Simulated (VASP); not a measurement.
Rb2Si, 6 atoms in the cell. It takes space group P4_2/mnm (No. 136, tetragonal). Conventional cell: a = 9.240 Å, b = 9.240 Å, c = 3.771 Å, α = 90.00°, β = 90.00°, γ = 90.00°. Within 4.6 Å of Rb (site symmetry m2m) lie 3 Si at 3.53 to 3.55 Å and 2 Rb at 3.77 Å. Si (site symmetry mmm) has 6 Rb at 3.53 to 3.55 Å and 2 Si at 3.77 Å within 4.6 Å. 

- Program: VASP 6.6.1
- Task: single point
- Functional: PBE
- Potentials or basis: VASP PAW PBE potentials, release 64 (Rb_sv, Si)
- Cutoff: 500 eV
- k mesh: 6 × 6 × 8
- Occupations: gaussian, width 0.1 eV
- Spin: no spin polarisation
- Dipole correction: no
- Further INCAR settings: ALGO = Normal; EDIFF = 1e-06; NBANDS = 31

Potentials or basis: VASP PAW PBE potentials, release 64 (Rb_sv, Si).

The run is started by

```console
$ cat potpaw_PBE.64/Rb_sv/POTCAR potpaw_PBE.64/Si/POTCAR > POTCAR
$ mpirun -np 1 vasp_std > vasp.out
```

Hardware: 1 thread of AMD EPYC 9755 128-Core Processor, with other jobs on the host.

Question: How long does it take, and how much memory?

Answer: Wall time 18 min on 1 thread of AMD EPYC 9755 128-Core Processor (shared host), peak memory 0.54 GiB. Counts: scf iterations 16, k points 50.
